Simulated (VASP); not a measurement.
# TiB2 (P6/mmm) in VASP: notebook

TiB2 is run at these levels: PBE; tasks: single point, relaxation of shape and atoms at fixed volume.

Everything below comes from runs of VASP 6.6.1. Logs are shortened: lines on timing, memory, paths and dates and some standing lists are left out, and cuts for length are marked.

**1. The cell of the first run**

Symmetry: P6/mmm, No. 191, hexagonal system. The conventional cell has a = 3.083 Å, b = 3.083 Å, c = 3.305 Å, α = 90.00°, β = 90.00°, γ = 120.00°. Within 3.2 Å of Ti (site symmetry 6/mmm) lie 12 B at 2.43 Å and 6 Ti at 3.08 Å. B (site symmetry -6m2) has 3 B at 1.78 Å within 2.4 Å.

**2. Single point, PBE (volume scaled by 1.06, then relaxed in part)**

Contents of INCAR:

```
PREC = Accurate ; ENCUT = 520
EDIFF = 1E-6 ; ISMEAR = 0
SIGMA = 0.1 ; LREAL = F
LASPH = T ; NELM = 100
ALGO = Normal ; ISIF = 2
LWAVE = F ; LCHARG = T
GGA = PE ; LELF = T
LVHAR = T ; NBANDS = 16
```

Contents of KPOINTS:

```
regular mesh
0
Gamma
  18 18 14
```

Contents of POSCAR:

```
TiB2
1.0
    3.0829454315      0.0000000000      0.0000000000
   -1.5414727157      2.6699090621      0.0000000000
    0.0000000000      0.0000000000      3.3052376047
Ti B
1 2
Direct
    0.0000000000      0.0000000000      0.0000000000
    0.3333333333      0.6666666667      0.5000000000
    0.6666666667      0.3333333333      0.5000000000
```

Potentials or basis: VASP PAW PBE potentials, release 64 (Ti_sv, B).

On the command line:

```console
$ cat potpaw_PBE.64/Ti_sv/POTCAR potpaw_PBE.64/B/POTCAR > POTCAR
$ mpirun -np 1 vasp_std > vasp.out
```

OUTCAR:

```text
PREC = Accurate
   ENCUT = 520
   EDIFF = 1E-6
   ISMEAR = 0
   LREAL = F
   LASPH = T
   NELM = 100
   ISIF = 2
   GGA = PE

 ion  position               nearest neighbor table
   1  0.000  0.000  0.000-   2 2.43   3 2.43   2 2.43   3 2.43   2 2.43   2 2.43   3 2.43   3 2.43
                             3 2.43   3 2.43   2 2.43   2 2.43
   2  0.333  0.667  0.500-   3 1.78   3 1.78   3 1.78   1 2.43   1 2.43   1 2.43   1 2.43   1 2.43
                             1 2.43
   3  0.667  0.333  0.500-   2 1.78   2 1.78   2 1.78   1 2.43   1 2.43   1 2.43   1 2.43   1 2.43
                             1 2.43

  LATTYP: Found a hexagonal cell.
 ALAT       =     3.0829454315
 C/A-ratio  =     1.0721038300

  Lattice vectors:

 A1 = (   3.0829454315,   0.0000000000,   0.0000000000)
 A2 = (  -1.5414727157,   2.6699090621,   0.0000000000)
 A3 = (   0.0000000000,   0.0000000000,   3.3052376047)

Analysis of symmetry for initial positions (statically):
=====================================================================
 Subroutine PRICEL returns:
 Original cell was already a primitive cell.

 Routine SETGRP: Setting up the symmetry group for a
 hexagonal supercell.

 Subroutine GETGRP returns: Found 24 space group operations
 (whereof 24 operations were pure point group operations)
 out of a pool of 24 trial point group operations.

The static configuration has the point symmetry D_6h.

Analysis of symmetry for dynamics (positions and initial velocities):
=====================================================================
 Subroutine PRICEL returns:
 Original cell was already a primitive cell.

 Routine SETGRP: Setting up the symmetry group for a
 hexagonal supercell.

 Subroutine GETGRP returns: Found 24 space group operations
 (whereof 24 operations were pure point group operations)
 out of a pool of 24 trial point group operations.

The dynamic configuration has the point symmetry D_6h.

 Subroutine INISYM returns: Found 24 space group operations
 (whereof 24 operations are pure point group operations),
 and found     1 'primitive' translations

----------------------------------------------------------------------------------------

                                     Primitive cell

  volume of cell :      27.2060

  direct lattice vectors                    reciprocal lattice vectors
     3.082945432  0.000000000  0.000000000     0.324365131  0.187272296  0.000000000
    -1.541472716  2.669909062  0.000000000     0.000000000  0.374544592  0.000000000
[... 89 lines left out ...]
   EDIFFG = 0.1E-04   stopping-criterion for IOM
   NSW    =      0    number of steps for IOM
   IBRION =     -1    ionic relax: 0-MD 1-quasi-New 2-CG
   NFREE  =      0    steps in history (QN), initial steepest desc. (CG)
   ISIF   =      2    stress and relaxation
   ISYM   =      2    0-nonsym 1-usesym 2-fastsym
   POTIM  = 0.5000    time-step for ionic-motion
   TEBEG  =    0.0;   TEEND  =   0.0 temperature during run
   PSTRESS=    0.0 pullay stress
   NELECT =      18.0000    total number of electrons
   NUPDOWN=      -1.0000    fix difference up-down
   EMIN   =  10.00;   EMAX   =-10.00  energy-range for DOS
   EFERMI =   0.00;   METHOD = LEGACY
   ISMEAR =     0;   SIGMA  =   0.10  broadening in eV -4-tet -1-fermi 0-gaus
   EFERMI_NEDOS =   21; number of points for ismear=-14 and -15
   IALGO  =     38    algorithm
   IMIX   =      4    mixing-type and parameters
     AMIX     =   0.40;   BMIX     =  1.00
     AMIX_MAG =   1.60;   BMIX_MAG =  1.00
  volume/ion in A,a.u.               =       9.07        61.20
  Fermi-wavevector in a.u.,A,eV,Ry     =   1.426518  2.695729 27.687235  2.034954
  Thomas-Fermi vector in A             =   2.546787
   LORBIT       =      0    0 simple, 1 ext, 2 COOP (PROOUT), +10 PAW based schemes
   GGA     = PE    functional components
   LHFCALC =     F    Hartree Fock is set to
   AEXX    =    0.0000 exact exchange contribution
   IVDW    =     0    specifies the selected vdW correction
   LEPSILON=     F    determine dielectric tensor
   LRPA    =     F    only Hartree local field effects (RPA)
 non-spin polarized calculation
 Gauss-broadening in eV      SIGMA  =   0.10
  energy-cutoff  :      520.00
  volume of cell :       27.21
 maximum number of plane-waves:       752
 NGX is ok and might be reduce to    24
   NGX = 11   NGY = 11   NGZ = 13

 number of electron      17.9999994 magnetization

 Free energy of the ion-electron system (eV)
  ---------------------------------------------------
  ext. energy  EPLUGINS =         0.00000000
  ---------------------------------------------------
  free energy    TOTEN  =       -24.36788000 eV

  energy without entropy =      -24.36606426  energy(sigma->0) =      -24.36697213

 E-fermi :   9.4088     XC(G=0): -12.4872

 val. band max:        9.4011802062   @ k =   0.0556   0.0556   0.5000
 cond. band min:       9.4097152484   @ k =   0.0556   0.0556   0.2857
 fundamental gap:      0.0085350422
 Fermi energy:         9.4087640501

 k-point     1 :       0.0000    0.0000    0.0000
  band No.  band energies     occupation
      1     -47.7413      2.00000
      2     -24.0843      2.00000
      3     -23.7957      2.00000
      4     -23.7957      2.00000
      5      -3.8197      2.00000
      6       6.9248      2.00000
[... 433 lines left out ...]
      3     -24.0287      2.00000
      4     -23.8945      2.00000
      5      -0.3721      2.00000
      6       1.2349      2.00000
[... 8 lines left out ...]
     15      16.8165      0.00000
     16      17.6008      0.00000

 [... further k-points ...]

------------------------ aborting loop because EDIFF is reached ----------------------------------------

  FORCE on cell =-STRESS in cart. coord.  units (eV):
  Direction    XX          YY          ZZ          XY          YZ          ZX
  --------------------------------------------------------------------------------------
  -------------------------------------------------------------------------------------
  Total       -2.1762911     -2.1762911     -2.1693232     -0.0000000      0.0000000      0.0000000
  in kB     -128.1629755   -128.1629755   -127.7526276     -0.0000000      0.0000000      0.0000000
  external PRESSURE =    -128.0261929 kB  Pullay stress =       0.0000000 kB

 VOLUME and BASIS-vectors are now :
 -----------------------------------------------------------------------------
  energy-cutoff  :      520.00
  volume of cell :       27.21
      direct lattice vectors                 reciprocal lattice vectors
     3.082945432  0.000000000  0.000000000     0.324365131  0.187272296  0.000000000
    -1.541472716  2.669909062  0.000000000     0.000000000  0.374544592  0.000000000
     0.000000000  0.000000000  3.305237605     0.000000000  0.000000000  0.302550110

 POSITION                                       TOTAL-FORCE (eV/Angst)
 -----------------------------------------------------------------------------------
      0.00000      0.00000      0.00000         0.000000      0.000000     -0.000000
     -0.00000      1.77994      1.65262        -0.000000      0.000000      0.000000
      1.54147      0.88997      1.65262         0.000000     -0.000000     -0.000000
 -----------------------------------------------------------------------------------
    total drift:                               -0.000000      0.000000     -0.000000

  FREE ENERGIE OF THE ION-ELECTRON SYSTEM (eV)
  ---------------------------------------------------
  free  energy   TOTEN  =       -24.3678799951 eV

  energy  without entropy=      -24.3660642621  energy(sigma->0) =      -24.36697213
```

stdout:

```text
POSCAR found type information on POSCAR TiB
 POSCAR found :  2 types and       3 ions
 scaLAPACK will be used
 LDA part: xc-table for (Slater+PW92), standard interpolation
 POSCAR, INCAR and KPOINTS ok, starting setup
 FFT: planning ... GRIDC
 FFT: planning ... GRID_SOFT
 FFT: planning ... GRID
 WAVECAR not read
 entering main loop
```

Wall time 87 s (1 thread of Intel Xeon 6975P-C, shared host); peak memory 0.25 GiB.

Results:

| Item | Value |
| --- | --- |
| Free energy | -24.3679 eV |
| Pressure | -12.8 GPa |
| Band gap on the k mesh | zero (band 9 reaches 9.77 eV, above the bottom of band 10 at 9.14 eV) |

Levels at points of the mesh, in eV from the Fermi level:
```
           k point  band 5  band 6  band 7  band 8  band 9  band 10  band 11  band 12  band 13  band 14
(0.00, 0.00, 0.00)  -13.23   -2.48   -2.48   -2.41   -2.04     1.68     1.68     3.31     3.31     5.52
(0.50, 0.00, 0.00)   -9.16   -9.12   -3.21   -3.13   -2.16     1.17     2.49     2.91     3.13     6.89
(0.00, 0.00, 0.50)  -11.49   -7.41   -0.57   -0.57   -0.18    -0.18     0.36     0.36     1.38     6.34
(0.50, 0.00, 0.50)   -9.54   -7.47   -4.45   -3.66   -3.15     2.18     2.64     3.97     4.15     4.97
```

Caveat: the cell differs from its parent crystal (volume scaled by 1.06, then relaxed in part).

**3. Relaxation of shape and atoms at fixed volume, PBE (volume scaled by 0.91)**

Contents of INCAR:

```
SYSTEM = TiB2
ALGO = Normal ; EDIFF = 1E-6
EDIFFG = -0.01 ; ENCUT = 600
GGA = PE ; IBRION = 2
ISIF = 4 ; ISMEAR = 0
LASPH = .TRUE. ; LCHARG = .FALSE.
LREAL = .FALSE. ; LWAVE = .FALSE.
NELM = 100 ; NSW = 50
PREC = Accurate ; SIGMA = 0.1
```

Contents of KPOINTS:

```
k-points
0
G
  18 18 14
  0 0 0
```

Contents of POSCAR:

```
TiB2
1.0
    2.9457693061      0.0000000000      0.0000000000
   -1.4728846530      2.5511110527      0.0000000000
    0.0000000000      0.0000000000      3.1079385432
Ti B
1 2
Direct
    0.0000000000      0.0000000000      0.0000000000
    0.3333333333      0.6666666667      0.5000000000
    0.6666666667      0.3333333333      0.5000000000
```

Potentials or basis: VASP PAW PBE potentials, release 64 (Ti_sv, B).

On the command line:

```console
$ cat potpaw_PBE.64/Ti_sv/POTCAR potpaw_PBE.64/B/POTCAR > POTCAR
$ mpirun -np 1 vasp_std > vasp.out
```

Run time: 87 s. Hardware: 1 thread of Intel Xeon 6975P-C, shared host; peak memory 0.24 GiB.

The run converged. Its results:

* Free energy: -24.2385 eV
* Energy gained by relaxing: 0.1 meV/atom
* Ionic steps: 2
* Pressure after relaxing: 28.6 GPa
* Band gap on the k mesh: zero (band 9 reaches 11.46 eV, above the bottom of band 10 at 10.77 eV)

Stress tensor (GPa, compression positive):
```
28.50  0.00  0.00
 0.00 28.50  0.00
 0.00  0.00 28.67
```

Step by step:
| step | energy change (eV) | largest force (eV/Å) | pressure (GPa) | volume (Å³) |
| --- | --- | --- | --- | --- |
| 1 | 0.0000 | 0.0000 | 28.75 | 23.36 |
| 2 | -0.0004 | 0.0000 | 28.56 | 23.36 |

Final structure:
```xyz
3
Lattice="2.9502 0.0000 0.0000 -1.4751 2.5549 0.0000 0.0000 0.0000 3.0987" Properties=species:S:1:pos:R:3 pbc="T T T"
Ti    0.0000    0.0000    3.0987
B     0.0000    1.7033    1.5493
B     1.4751    0.8516    1.5493
```

Levels at points of the mesh, in eV from the Fermi level:
```csv
k point,band 6,band 7,band 8,band 9,band 10,band 11,band 12,band 13
"(0.00, 0.00, 0.00)",-2.96,-2.96,-2.36,-2.22,2.14,2.14,4.17,4.17
"(0.50, 0.00, 0.00)",-9.45,-3.49,-3.45,-2.57,1.52,3.04,3.61,3.68
"(0.00, 0.00, 0.50)",-8.03,-0.66,-0.66,-0.34,-0.34,0.45,0.45,2.03
"(0.50, 0.00, 0.50)",-7.75,-5.10,-4.21,-3.21,2.91,3.27,5.21,5.23
```

Caveat: the cell differs from its parent crystal (volume scaled by 0.91).
